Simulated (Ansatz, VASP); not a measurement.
## One calculation of MnS, two programs

INCAR

```
PREC     = Accurate       # precision mode
ENCUT    = 520            # plane-wave cutoff, eV
EDIFF    = 1E-6           # SCF threshold, eV
ISMEAR   = 0              # smearing method
SIGMA    = 0.05           # smearing width, eV
LREAL    = False          # projectors in reciprocal space
LASPH    = True           # aspherical terms in the spheres
NELM     = 150            # most SCF steps
ALGO     = Normal         # electronic algorithm
ISIF     = 2              # what is computed and relaxed
LWAVE    = False          # write WAVECAR
LCHARG   = False          # write CHGCAR
ISPIN    = 2              # spin polarisation
MAGMOM   = 4.69 -4.69 -0.03 0.03 # initial moments
LORBIT   = 11             # projections on sites
LMAXMIX  = 4              # l up to which the mixer works
LDAU     = True           # DFT+U
LDAUTYPE = 1            
LDAUL    = 2 -1           # shell
LDAUU    = 4 0            # U, eV
LDAUJ    = 0.9 0        
LDAUPRINT= 1            
GGA      = PE             # functional
NBANDS   = 31             # bands
```

Contents of KPOINTS:

```
Automatic mesh
0
Gamma
  6 6 3
```

Contents of POSCAR:

```
MnS
1.0
    3.9760016100      0.0000000000      0.0000000000
   -1.9880008000      3.4433184000      0.0000000000
    0.0000000000      0.0000000000      6.4320005000
Mn S
2 2
Direct
    0.3333333333      0.6666666667      0.0000000000
    0.6666666667      0.3333333333      0.5000000000
    0.3333333333      0.6666666667      0.3850000000
    0.6666666667      0.3333333333      0.8850000000
```

Input for Ansatz:

```yaml
crystal:
  lattice:
    - [3.97600161, 0.0, 0.0]
    - [-1.9880008, 3.4433184, 0.0]
    - [0.0, 0.0, 6.4320005]
  atoms:
    - { symbol: Mn, position: [0.3333333333, 0.6666666667, 0.0], spin: 5.0 }
    - { symbol: Mn, position: [0.6666666667, 0.3333333333, 0.5], spin: -5.0 }
    - { symbol: S, position: [0.3333333333, 0.6666666667, 0.385] }
    - { symbol: S, position: [0.6666666667, 0.3333333333, 0.885] }
basis:
  ecutwfc: 420
  ecutrho_ratio: 4
kpoints:
  mp_grid: { grid: [6, 6, 3] }
hamiltonian:
  xc: pbe
  hubbard:
    sites:
      - { site: 0, l: d, u: 4.0, j: 0.9, starting_ns: [{ spin: up, occupation_matrix: s0up }, { spin: down, occupation_matrix: s0down }] }
      - { site: 1, l: d, u: 4.0, j: 0.9, starting_ns: [{ spin: up, occupation_matrix: s1up }, { spin: down, occupation_matrix: s1down }] }
    occupation_matrices:
      s0up:
        matrix:
          - [0.97, 0.0, 0.0, 0.0, 0.0]
          - [0.0, 0.97, 0.0, 0.0, 0.0]
          - [0.0, 0.0, 0.97, 0.0, 0.0]
          - [0.0, 0.0, 0.0, 0.97, 0.0]
          - [0.0, 0.0, 0.0, 0.0, 0.97]
      s0down:
        matrix:
          - [0.02, 0.0, 0.0, 0.0, 0.0]
          - [0.0, 0.02, 0.0, 0.0, 0.0]
          - [0.0, 0.0, 0.02, 0.0, 0.0]
          - [0.0, 0.0, 0.0, 0.02, 0.0]
          - [0.0, 0.0, 0.0, 0.0, 0.02]
      s1up:
        matrix:
          - [0.02, 0.0, 0.0, 0.0, 0.0]
          - [0.0, 0.02, 0.0, 0.0, 0.0]
          - [0.0, 0.0, 0.02, 0.0, 0.0]
          - [0.0, 0.0, 0.0, 0.02, 0.0]
          - [0.0, 0.0, 0.0, 0.0, 0.02]
      s1down:
        matrix:
          - [0.97, 0.0, 0.0, 0.0, 0.0]
          - [0.0, 0.97, 0.0, 0.0, 0.0]
          - [0.0, 0.0, 0.97, 0.0, 0.0]
          - [0.0, 0.0, 0.0, 0.97, 0.0]
          - [0.0, 0.0, 0.0, 0.0, 0.97]
    ns_hold: { iters: 10 }
scf:
  occupations: { method: gaussian, width: 0.05 }
  lower_state_search: "off"
  max_iter: 150
output:
  forces: true
  stress: true
  eigenvalues: true
  populations: true
  hubbard: { sites: [{ site: 0, l: d }, { site: 1, l: d }] }
  write_density: true
  write_potential: true
  elf: true
  volumetric_format: npy
magnetization:
  spin_polarized: true
```

Alike in both runs: task single point; functional PBE; k mesh 6 × 6 × 3; occupations gaussian, width 0.05 eV; collinear spin; Hubbard terms Mn d U = 4.0 eV, J = 0.9 eV.

|  | VASP | Ansatz |
| --- | --- | --- |
| version | VASP 6.6.1 | Ansatz 0.2.0 |
| potentials or method | VASP PAW PBE potentials, release 64 (Mn_pv, S), cutoff 520 eV | scalar-relativistic, plane waves, PAW |
| valence electrons in the cell | 38 | 42 |

```csv
,VASP,Ansatz,Ansatz less VASP
gap on the k mesh at the Fermi level (eV),2.02,2.13,+0.115
least direct gap on the mesh (eV),2.20,2.21,+0.008
pressure (GPa),3.0,2.9,-0.03
"traceless stress, the component that is largest in VASP (GPa)",-2.68,-2.61,+0.075
rms of the force components (eV/Å),0.218,0.223,+0.0047
net moment per atom (μB),0.00,0.00,0.000
size of the moment on the site where the two differ most (μB),4.47,4.26,-0.210
```

Site moments also hang on the region over which each program counts them. The programs project onto different local orbitals, so the same U acts differently, and such runs can settle in different states. Atom by atom the forces differ by 0.005 eV/Å (rms over components). VASP's potentials hold 38 valence electrons a cell and Ansatz's 42, so a difference there can come from the potentials and not from the codes.
